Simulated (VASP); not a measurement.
Here is a VASP 6.6.1 calculation.

INCAR

```
SYSTEM = Ti
ALGO = All
EDIFF = 1E-6
ENCUT = 550
GGA = PS
GGA_COMPAT = .False.
ISEARCH = 1
ISIF = 2
ISMEAR = 0
KPAR = 4
LASPH = .True.
LCHARG = .False.
LREAL = .False.
LWAVE = .False.
NBANDS = 84
NELM = 300
PREC = Accurate
SIGMA = 0.1
```

The input KPOINTS:

```
k-points
0
Gamma
  3 3 3
  0 0 0
```

The input POSCAR:

```
Ti
1.0
    3.3260714170      1.9203082280      5.6722893853
   -3.3260714170      1.9203082280      5.6722893853
    0.0000000000     -3.8406164558      5.6722893853
Ti
12
Direct
    0.0101900000      0.6536100000      0.0101900000
    0.0101900000      0.0101900000      0.6536100000
    0.6536100000      0.0101900000      0.0101900000
    0.9898100000      0.3463900000      0.9898100000
    0.3463900000      0.9898100000      0.9898100000
    0.9898100000      0.9898100000      0.3463900000
    0.2211800000      0.6306000000      0.2211800000
    0.2211800000      0.2211800000      0.6306000000
    0.6306000000      0.2211800000      0.2211800000
    0.7788200000      0.3694000000      0.7788200000
    0.3694000000      0.7788200000      0.7788200000
    0.7788200000      0.7788200000      0.3694000000
```

Potentials or basis: VASP PAW PBE potentials, release 64 (Ti_sv).

Run with:

```sh
$ cat potpaw_PBE.64/Ti_sv/POTCAR > POTCAR
$ mpirun -np 4 vasp_std > vasp.out
```

Problem. Predict the largest force.

Solution. 2.517 eV/Å.

Problem. What does it give for the band gap on the k mesh?

Solution. Zero (bands 72 and 73 overlap by 0.23 eV).

Problem. Estimate the pressure.

Solution. 21.1 GPa.

Forces on the atoms (eV/Å):
```
Ti   2.050 -1.183 -0.708
Ti   0.000  2.367 -0.708
Ti  -2.050 -1.183 -0.708
Ti  -2.050  1.183  0.708
Ti   2.050  1.183  0.708
Ti   0.000 -2.367  0.708
Ti   2.019 -1.166  0.947
Ti   0.000  2.332  0.947
Ti  -2.019 -1.166  0.947
Ti  -2.019  1.166 -0.947
Ti   2.019  1.166 -0.947
Ti   0.000 -2.332 -0.947
```

Caveat: the k points lie up to 0.38 Å⁻¹ apart; the PAW data sets were made with another functional, which shifts forces and pressure a little.
